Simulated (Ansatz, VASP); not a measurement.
One calculation of Si8S, two programs

The input INCAR:

```
SYSTEM = Si8S
PREC     = Accurate       ! precision mode
ENCUT    = 520            ! plane-wave cutoff, eV
EDIFF    = 1E-6           ! SCF threshold, eV
ISMEAR   = 0              ! smearing method
SIGMA    = 0.05           ! smearing width, eV
LREAL    = .FALSE.        ! projectors in reciprocal space
LASPH    = .TRUE.         ! aspherical terms in the spheres
NELM     = 150            ! most SCF steps
ALGO     = Normal         ! electronic algorithm
ISIF     = 2              ! what is computed and relaxed
LWAVE    = .FALSE.        ! write WAVECAR
LCHARG   = .TRUE.         ! write CHGCAR
ISPIN    = 2              ! spin polarisation
MAGMOM   = 0 0 0 0 0 0 0 0 2 ! initial moments
LORBIT   = 11             ! projections on sites
LDIPOL   = .TRUE.       
IDIPOL   = 3            
DIPOL    = 0.5 0.5 0.317
GGA      = PE             ! functional
IVDW     = 12             ! dispersion correction
LELF     = .TRUE.         ! ELF
LVHAR    = .TRUE.       
LVACPOTAV= .TRUE.       
NBANDS   = 33             ! bands
```

The input KPOINTS:

```
regular mesh
0
G
  7 4 1
  0 0 0
```

POSCAR

```
Si8S
1.0
    3.8155170197      0.0000000000      0.0000000000
    0.0000000000      6.3129357895      0.0000000000
    0.0000000000      0.0000000000     21.2318711397
Si S
8 1
Direct
    0.0000000000      0.9369021388      0.1883960191
    0.0000000000      0.5630978612      0.1883960191
    0.5000000000      0.4369021388      0.2402729771
    0.5000000000      0.0630978612      0.2402729771
    0.5000000000      0.9332664454      0.3446595292
    0.5000000000      0.5667335546      0.3446595292
    0.0000000000      0.4266292815      0.3877129380
    0.0000000000      0.0733707185      0.3877129380
    0.5000000000      1.2599626148      0.5290099523
```

Input for Ansatz:

```yaml
crystal:
  lattice:
    - [3.8155170197, 0.0, 0.0]
    - [0.0, 6.3129357895, 0.0]
    - [0.0, 0.0, 21.2318711397]
  atoms:
    - { symbol: Si, position: [0.0, 0.9369021388, 0.1883960191] }
    - { symbol: Si, position: [0.0, 0.5630978612, 0.1883960191] }
    - { symbol: Si, position: [0.5, 0.4369021388, 0.2402729771] }
    - { symbol: Si, position: [0.5, 0.0630978612, 0.2402729771] }
    - { symbol: Si, position: [0.5, 0.9332664454, 0.3446595292] }
    - { symbol: Si, position: [0.5, 0.5667335546, 0.3446595292] }
    - { symbol: Si, position: [0.0, 0.4266292815, 0.387712938] }
    - { symbol: Si, position: [0.0, 0.0733707185, 0.387712938] }
    - { symbol: S, position: [0.5, 1.2599626148, 0.5290099523], spin: 2.0 }
basis:
  ecutwfc: 420
kpoints:
  mp_grid: { grid: [7, 4, 1] }
hamiltonian:
  xc: pbe
  pseudopotentials: { kind: paw, azcp: { folder: soft_1 } }
  dispersion: d3bj
scf:
  occupations: { method: gaussian, width: 0.05 }
output:
  forces: true
  eigenvalues: true
  populations: true
magnetization:
  spin_polarized: true
efield:
  axis: 3
  dipole_correction: true
  ramp_width: 0.04
```

Alike in both runs: task single point; functional PBE; dispersion D3(BJ); k mesh 7 × 4 × 1; occupations gaussian, width 0.05 eV; collinear spin.

|  | VASP | Ansatz |
| --- | --- | --- |
| version | VASP 6.6.1 | Ansatz 0.2.0 |
| potentials or method | VASP PAW PBE potentials, release 64 (Si, S), cutoff 520 eV | scalar-relativistic, plane waves, PAW |
| valence electrons in the cell | 38 | 38 |

|  | VASP | Ansatz | Ansatz less VASP |
| --- | --- | --- | --- |
| gap on the k mesh at the Fermi level (eV) | none | none | - |
| rms of the force components (eV/Å) | 0.362 | 0.363 | +0.0011 |
| net moment per atom (μB) | 0.15 | 0.15 | 0.000 |
| size of the moment on the site where the two differ most (μB) | 0.91 | 1.44 | +0.532 |
| work function, face that differs most (eV) | 6.41 | 6.42 | +0.007 |

Site moments also hang on the region over which each program counts them. Atom by atom the forces differ by 0.003 eV/Å (rms over components). A gap of «none» marks a metal or a gap that the smearing closes. Ansatz's warnings: stability check not made.
